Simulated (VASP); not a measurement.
Set up this calculation in VASP 6.6.1, as the native input.

- Task: single point
- Functional: PBEsol
- Potentials or basis: VASP PAW PBE potentials, release 64 (Ta_pv, N)
- Cutoff: 520 eV
- k mesh: 18 × 18 × 8
- Occupations: gaussian, width 0.15 eV
- Spin: no spin polarisation
- Dipole correction: no
- Further INCAR settings: ALGO = Normal; EDIFF = 1e-06; NBANDS = 27

The structure of Ta3N lies in POSCAR:

```
Ta3N
1.0
    3.0005045844      0.0000000000      0.0000000000
   -1.5002522922      2.5985131942      0.0000000000
    0.0000000000      0.0000000000      7.4499251172
Ta N
3 1
Direct
    0.0000000000      0.0000000000      0.4597311389
    0.3333333333      0.6666666667      0.1920760351
    0.6666666667      0.3333333333      0.8469040583
    0.0000000000      0.0000000000      0.0166488040
```

This cell differs from its parent crystal: atoms displaced along a vibrational mode.

These files were run (other wordings do the same):

INCAR

```
ALGO     = Normal         # electronic algorithm
EDIFF    = 1E-6           # SCF threshold, eV
ENCUT    = 520            # plane-wave cutoff, eV
GGA      = PS             # functional
ISIF     = 2              # what is computed and relaxed
ISMEAR   = 0              # smearing method
LASPH    = T              # aspherical terms in the spheres
LCHARG   = F              # write CHGCAR
LREAL    = F              # projectors in reciprocal space
LWAVE    = F              # write WAVECAR
NBANDS   = 27             # bands
NELM     = 60             # most SCF steps
PREC     = Accurate       # precision mode
SIGMA    = 0.15           # smearing width, eV
```

KPOINTS

```
k-points
0
Gamma
  18 18 8
```

Potentials or basis: VASP PAW PBE potentials, release 64 (Ta_pv, N).

The run is started by

```bash
$ cat potpaw_PBE.64/Ta_pv/POTCAR potpaw_PBE.64/N/POTCAR > POTCAR
$ mpirun -np 1 vasp_std > vasp.out
```

Results of the run:

* Pressure: 12.2 GPa
* Largest force: 5.899 eV/Å
* Band gap on the k mesh: zero (bands 19 and 20 overlap by 0.74 eV)

Caveat: the cell differs from its parent crystal (atoms displaced along a vibrational mode); the cell stands under pressure; the PAW data sets were made with another functional, which shifts forces and pressure a little; spin-orbit coupling is left out, which moves the levels of the heavy elements.

It took 13 min on 1 thread of AMD EPYC 7R43 64-Core Processor (Zen 3) (shared host), peak memory 0.38 GiB.
